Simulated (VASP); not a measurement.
# Mg (I4/mmm) in VASP: notebook

Mg is run at these levels: LDA; tasks: single point.

Everything below comes from runs of VASP 6.6.1. Logs are shortened: lines on timing, memory, paths and dates and some standing lists are left out, and cuts for length are marked.

**1. The cell of the first run**

Symmetry: I4/mmm, No. 139, tetragonal system. Conventional cell: a = 3.876 Å, b = 3.876 Å, c = 3.014 Å, α = 90.00°, β = 90.00°, γ = 90.00°. Within 4.0 Å of Mg (site symmetry 4/mmm) lie 14 Mg at 3.01 to 3.88 Å.

**2. Single point, LDA**

INCAR reads:

```
ALGO = Normal ; EDIFF = 1E-6
ENCUT = 520 ; ISIF = 2
ISMEAR = 0 ; LASPH = True
LCHARG = False ; LREAL = False
LWAVE = False ; NBANDS = 7
NELM = 100 ; PREC = Accurate
SIGMA = 0.15
```

KPOINTS reads:

```
k-points
0
Gamma
  22 22 22
```

POSCAR reads:

```
Mg
1.0
   -1.9381961285      1.9381961285      1.5069579671
    1.9381961285     -1.9381961285      1.5069579671
    1.9381961285      1.9381961285     -1.5069579671
Mg
1
Direct
    0.0000000000      0.0000000000      0.0000000000
```

Potentials or basis: VASP PAW LDA potentials, release 64 (Mg).

Command:

```sh
$ cat potpaw_LDA.64/Mg/POTCAR > POTCAR
$ mpirun -np 1 vasp_std > vasp.out
```

OUTCAR:

```text
EDIFF = 1E-6
   ENCUT = 520
   ISIF = 2
   ISMEAR = 0
   LASPH = True
   LREAL = False
   NELM = 100
   PREC = Accurate

 ion  position               nearest neighbor table
   1  0.000  0.000  0.000-

  LATTYP: Found a body centered tetragonal cell.
 ALAT       =     3.8763922570
 C/A-ratio  =     0.7775054056

  Lattice vectors:

 A1 = (  -1.9381961285,   1.9381961285,   1.5069579671)
 A2 = (   1.9381961285,  -1.9381961285,   1.5069579671)
 A3 = (   1.9381961285,   1.9381961285,  -1.5069579671)

Analysis of symmetry for initial positions (statically):
=====================================================================
 Subroutine PRICEL returns:
 Original cell was already a primitive cell.

 Routine SETGRP: Setting up the symmetry group for a
 body centered tetragonal supercell.

 Subroutine GETGRP returns: Found 16 space group operations
 (whereof 16 operations were pure point group operations)
 out of a pool of 16 trial point group operations.

The static configuration has the point symmetry D_4h.

Analysis of symmetry for dynamics (positions and initial velocities):
=====================================================================
 Subroutine PRICEL returns:
 Original cell was already a primitive cell.

 Routine SETGRP: Setting up the symmetry group for a
 body centered tetragonal supercell.

 Subroutine GETGRP returns: Found 16 space group operations
 (whereof 16 operations were pure point group operations)
 out of a pool of 16 trial point group operations.

The dynamic configuration has the point symmetry D_4h.

 Subroutine INISYM returns: Found 16 space group operations
 (whereof 16 operations are pure point group operations),
 and found     1 'primitive' translations

----------------------------------------------------------------------------------------

                                     Primitive cell

  volume of cell :      22.6442

  direct lattice vectors                    reciprocal lattice vectors
    -1.938196129  1.938196129  1.506957967     0.000000000  0.257971829  0.331794258
     1.938196129 -1.938196129  1.506957967     0.257971829  0.000000000  0.331794258
     1.938196129  1.938196129 -1.506957967     0.257971829  0.257971829  0.000000000

  length of vectors
     3.127959523  3.127959523  3.127959523     0.420281922  0.420281922  0.364827259

  position of ions in fractional coordinates (direct lattice)
     0.000000000  0.000000000  0.000000000

  ion indices of the primitive-cell ions
   primitive index   ion index
                 1           1

----------------------------------------------------------------------------------------

 KPOINTS: k-points

Automatic generation of k-mesh.
 Grid dimensions read from file:
 generate k-points for:   22   22   22

 Generating k-lattice:

  Cartesian coordinates                     Fractional coordinates (reciprocal lattice)
     0.000000000  0.011725992  0.015081557     0.045454545  0.000000000  0.000000000
     0.011725992  0.000000000  0.015081557     0.000000000  0.045454545  0.000000000
     0.011725992  0.011725992  0.000000000     0.000000000  0.000000000  0.045454545

  Length of vectors
     0.019103724  0.019103724  0.016583057

  Shift w.r.t. Gamma in fractional coordinates (k-lattice)
     0.000000000  0.000000000  0.000000000

 Subroutine IBZKPT returns following result:
 ===========================================

 Found    834 irreducible k-points:

 Following reciprocal coordinates:
            Coordinates               Weight
  0.000000  0.000000  0.000000      1.000000
  0.045455 -0.000000  0.000000      8.000000
  0.090909 -0.000000  0.000000      8.000000
  0.136364  0.000000 -0.000000      8.000000
  0.181818 -0.000000  0.000000      8.000000
  0.227273 -0.000000  0.000000      8.000000
[... 16 lines left out ...]
  0.500000  0.045455  0.000000     16.000000
 -0.454545  0.045455 -0.000000     16.000000
 [... further k-points ...]
   k-points           NKPTS =    834   k-points in BZ     NKDIM =    834   number of bands    NBANDS=      7
   number of dos      NEDOS =    301   number of ions     NIONS =      1
   total plane-waves  NPLWV =  13824
   dimension x,y,z NGX =    24 NGY =   24 NGZ =   24
   dimension x,y,z NGXF=    48 NGYF=   48 NGZF=   48
   ions per type =               1
   NGX,Y,Z   is equivalent  to a cutoff of  12.76, 12.76, 12.76 a.u.
   NGXF,Y,Z  is equivalent  to a cutoff of  25.51, 25.51, 25.51 a.u.
 SYSTEM =  unknown system
   PREC   = accura    normal or accurate (medium, high low for compatibility)
   ISTART =      0    job   : 0-new  1-cont  2-samecut
   ICHARG =      2    charge: 1-file 2-atom 10-const
   ISPIN  =      1    spin polarized calculation?
   LNONCOLLINEAR =      F non collinear calculations
   LSORBIT =      F    spin-orbit coupling
   LASPH  =      T    aspherical Exc in radial PAW
   ENCUT  =  520.0 eV  38.22 Ry    6.18 a.u.   5.82  5.82  5.82*2*pi/ulx,y,z
   NELM   =    100;   NELMIN=  2; NELMDL= -5     # of ELM steps
   EDIFF  = 0.1E-05   stopping-criterion for ELM
   LREAL  =      F    real-space projection
   EDIFFG = 0.1E-04   stopping-criterion for IOM
   NSW    =      0    number of steps for IOM
   IBRION =     -1    ionic relax: 0-MD 1-quasi-New 2-CG
   NFREE  =      0    steps in history (QN), initial steepest desc. (CG)
   ISIF   =      2    stress and relaxation
   ISYM   =      2    0-nonsym 1-usesym 2-fastsym
   POTIM  = 0.5000    time-step for ionic-motion
   TEBEG  =    0.0;   TEEND  =   0.0 temperature during run
   PSTRESS=    0.0 pullay stress
   NELECT =       2.0000    total number of electrons
   NUPDOWN=      -1.0000    fix difference up-down
   EMIN   =  10.00;   EMAX   =-10.00  energy-range for DOS
   EFERMI =   0.00;   METHOD = LEGACY
   ISMEAR =     0;   SIGMA  =   0.15  broadening in eV -4-tet -1-fermi 0-gaus
   EFERMI_NEDOS =   21; number of points for ismear=-14 and -15
   IALGO  =     38    algorithm
   IMIX   =      4    mixing-type and parameters
     AMIX     =   0.40;   BMIX     =  1.00
     AMIX_MAG =   1.60;   BMIX_MAG =  1.00
  volume/ion in A,a.u.               =      22.64       152.81
  Fermi-wavevector in a.u.,A,eV,Ry     =   0.729065  1.377732  7.231974  0.531535
  Thomas-Fermi vector in A             =   1.820694
   LORBIT       =      0    0 simple, 1 ext, 2 COOP (PROOUT), +10 PAW based schemes
   GGA     = CA    functional components
   LHFCALC =     F    Hartree Fock is set to
   AEXX    =    0.0000 exact exchange contribution
   IVDW    =     0    specifies the selected vdW correction
   LEPSILON=     F    determine dielectric tensor
   LRPA    =     F    only Hartree local field effects (RPA)
 non-spin polarized calculation
 Gauss-broadening in eV      SIGMA  =   0.15
  energy-cutoff  :      520.00
  volume of cell :       22.64
 maximum number of plane-waves:       646
   NGX = 11   NGY = 11   NGZ = 11

 number of electron       2.0000000 magnetization

 Free energy of the ion-electron system (eV)
  ---------------------------------------------------
  ext. energy  EPLUGINS =         0.00000000
  ---------------------------------------------------
  free energy    TOTEN  =        -1.74910610 eV

  energy without entropy =       -1.74445519  energy(sigma->0) =       -1.74678064

 E-fermi :   2.5156     XC(G=0):  -8.7157

 val. band max:        2.5116043584   @ k =   0.3182   0.3182   0.1364
 cond. band min:       2.5229987211   @ k =   0.3636   0.3182   0.0909
 fundamental gap:      0.0113943628
 Fermi energy:         2.5155565578

 k-point     1 :       0.0000    0.0000    0.0000
  band No.  band energies     occupation
      1      -4.4414      2.00000
      2      12.5938      0.00000
      3      14.5934      0.00000
      4      14.5934      0.00000
      5      14.9729      0.00000
      6      18.1743      0.00000
      7      18.1743      0.00000

 k-point     2 :       0.0455   -0.0000    0.0000
  band No.  band energies     occupation
      1      -4.3864      2.00000
      2      12.3538      0.00000
      3      14.0645      0.00000
      4      14.9301      0.00000
      5      15.4720      0.00000
      6      17.5036      0.00000
      7      17.6778      0.00000

 k-point     3 :       0.0909   -0.0000    0.0000
  band No.  band energies     occupation
      1      -4.2216      2.00000
      2      11.8795      0.00000
      3      13.3936      0.00000
      4      15.5971      0.00000
      5      15.6916      0.00000
      6      16.5808      0.00000
      7      16.7218      0.00000

 k-point     4 :       0.1364    0.0000   -0.0000
  band No.  band energies     occupation
      1      -3.9477      2.00000
      2      11.3947      0.00000
      3      12.6700      0.00000
      4      14.3320      0.00000
      5      15.6969      0.00000
      6      16.6749      0.00000
      7      16.7136      0.00000

 k-point     5 :       0.1818   -0.0000    0.0000
  band No.  band energies     occupation
      1      -3.5656      2.00000
      2      10.9664      0.00000
      3      11.6709      0.00000
      4      13.1819      0.00000
      5      14.7432      0.00000
      6      16.5091      0.00000
      7      17.7741      0.00000
[... 161 lines left out ...]
 k-point    22 :       0.4545    0.0455    0.0000
  band No.  band energies     occupation
      1       1.4614      2.00000
      2       2.6720      0.14022
      3       9.6154      0.00000
      4      10.8655      0.00000
      5      11.8628      0.00000
      6      13.8553      0.00000
      7      19.5307      0.00000

 k-point    23 :       0.5000    0.0455    0.0000
  band No.  band energies     occupation
      1       1.2520      2.00000
      2       2.9019      0.00027
      3       9.4324      0.00000
      4      11.0592      0.00000
      5      11.7573      0.00000
      6      14.0012      0.00000
      7      19.9980      0.00000

 k-point    24 :      -0.4545    0.0455   -0.0000
  band No.  band energies     occupation
      1       0.2867      2.00000
      2       4.0695      0.00000
      3       9.3198      0.00000
      4      11.3353      0.00000
      5      11.7505      0.00000
      6      14.2837      0.00000
      7      20.3643      0.00000

 [... further k-points ...]

------------------------ aborting loop because EDIFF is reached ----------------------------------------

  FORCE on cell =-STRESS in cart. coord.  units (eV):
  Direction    XX          YY          ZZ          XY          YZ          ZX
  --------------------------------------------------------------------------------------
  -------------------------------------------------------------------------------------
  Total       -0.3421559     -0.3421559      0.3238705      0.0000000     -0.0000000      0.0000000
  in kB      -24.2090684    -24.2090684     22.9152892      0.0000000     -0.0000000      0.0000000
  external PRESSURE =      -8.5009492 kB  Pullay stress =       0.0000000 kB

 VOLUME and BASIS-vectors are now :
 -----------------------------------------------------------------------------
  energy-cutoff  :      520.00
  volume of cell :       22.64
      direct lattice vectors                 reciprocal lattice vectors
    -1.938196129  1.938196129  1.506957967     0.000000000  0.257971829  0.331794258
     1.938196129 -1.938196129  1.506957967     0.257971829  0.000000000  0.331794258
     1.938196129  1.938196129 -1.506957967     0.257971829  0.257971829  0.000000000

 POSITION                                       TOTAL-FORCE (eV/Angst)
 -----------------------------------------------------------------------------------
      0.00000      0.00000      0.00000         0.000000      0.000000      0.000000
 -----------------------------------------------------------------------------------
    total drift:                               -0.000000     -0.000000     -0.000000

  FREE ENERGIE OF THE ION-ELECTRON SYSTEM (eV)
  ---------------------------------------------------
  free  energy   TOTEN  =        -1.7491060951 eV

  energy  without entropy=       -1.7444551897  energy(sigma->0) =       -1.74678064
```

Wall time 1.8 min (1 thread of Oxide Virtual Turin-like, shared host); peak memory 0.21 GiB.

Results:

* Free energy: -1.7491 eV
* Pressure: -0.9 GPa
* Band gap on the k mesh: zero (bands 1 and 2 overlap by 4.67 eV)

Stress tensor (GPa, compression positive):
```
-2.42  0.00  0.00
 0.00 -2.42  0.00
 0.00  0.00  2.29
```

**3. Single point, LDA**

INCAR reads:

```
SYSTEM = Mg
  PREC = Accurate
  ENCUT = 520
  EDIFF = 1E-6
  ISMEAR = 0
  SIGMA = 0.15
  LREAL = .False.
  LASPH = .True.
  NELM = 60
  ALGO = Normal
  ISIF = 2
  LWAVE = .False.
  LCHARG = .False.
  GGA = CA
  NBANDS = 7
```

KPOINTS reads:

```
Automatic mesh
0
Gamma
  22 22 22
  0 0 0
```

POSCAR reads:

```
Mg
1.0
   -1.7277342726      1.7277342726      1.8964556278
    1.7277342726     -1.7277342726      1.8964556278
    1.7277342726      1.7277342726     -1.8964556278
Mg
1
Direct
    0.0000000000      0.0000000000      0.0000000000
```

Potentials or basis: VASP PAW LDA potentials, release 64 (Mg).

Command:

```sh
$ cat potpaw_LDA.64/Mg/POTCAR > POTCAR
$ mpirun -np 1 vasp_std > vasp.out
```

Wall time 1.9 min (1 thread of Oxide Virtual Turin-like, shared host); peak memory 0.21 GiB.

It converged, with:

```yaml
Free_energy: -1.7778 eV
Pressure: -1.9 GPa
Band_gap_on_the_k_mesh: zero (bands 1 and 2 overlap by 3.80 eV)
```

Stress tensor (GPa, compression positive):
```
-2.13  0.00  0.00
 0.00 -2.13  0.00
 0.00  0.00 -1.55
```

Levels at points of the mesh, in eV from the Fermi level:
```tsv
k point	band 1	band 2	band 3	band 4	band 5	band 6
(0.00, 0.00, 0.00)	-7.00	12.52	12.52	14.15	14.27	14.49
(0.50, 0.00, 0.00)	-1.60	-1.15	9.24	9.85	10.88	11.76
(0.50, 0.50, 0.00)	-1.20	-0.51	7.70	8.37	9.14	10.99
(0.50, 0.50, 0.50)	2.50	3.36	4.55	4.59	4.59	7.70
```

[end of part 1 of 2]
